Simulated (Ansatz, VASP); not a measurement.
## Two plane-wave programs on CO2

```
C O
1.0
     6.00029    0.00000    0.00000
     0.00000    6.00029    0.00000
     0.00000    0.00000    5.58147
C O
4 8
Direct
  0.00000 0.00000 0.00000
  0.50000 0.00000 0.50000
  0.50000 0.50000 0.00000
  0.00000 0.50000 0.50000
  0.11148 0.11148 0.11148
  0.38852 0.88852 0.61148
  0.61148 0.38852 0.88852
  0.88852 0.61148 0.38852
  0.88852 0.88852 0.88852
  0.61148 0.11148 0.38852
  0.38852 0.61148 0.11148
  0.11148 0.38852 0.61148
```

Alike in both runs: task single point; functional PBE; k mesh 4 × 4 × 4; occupations gaussian, width 0.05 eV; no spin polarisation.

|  | VASP | Ansatz |
| --- | --- | --- |
| version | VASP 6.6.1 | Ansatz 0.2.0 |
| potentials or method | VASP PAW PBE potentials, release 64 (C, O), cutoff 520 eV | scalar-relativistic, plane waves, PAW |
| valence electrons in the cell | 64 | 64 |

|  | VASP | Ansatz | Ansatz less VASP |
| --- | --- | --- | --- |
| gap on the k mesh at the Fermi level (eV) | 6.90 | 6.91 | +0.012 |
| least direct gap on the mesh (eV) | 6.90 | 6.91 | +0.012 |
| pressure (GPa) | 12.4 | 10.6 | -1.74 |
| traceless stress, the component that is largest in VASP (GPa) | -0.93 | -0.75 | +0.180 |
| rms of the force components (eV/Å) | 2.426 | 2.029 | -0.3967 |

Atom by atom the forces differ by 0.397 eV/Å (rms over components).

Noted on VASP's run: the standard files for N, O and F lose accuracy on very short bonds.
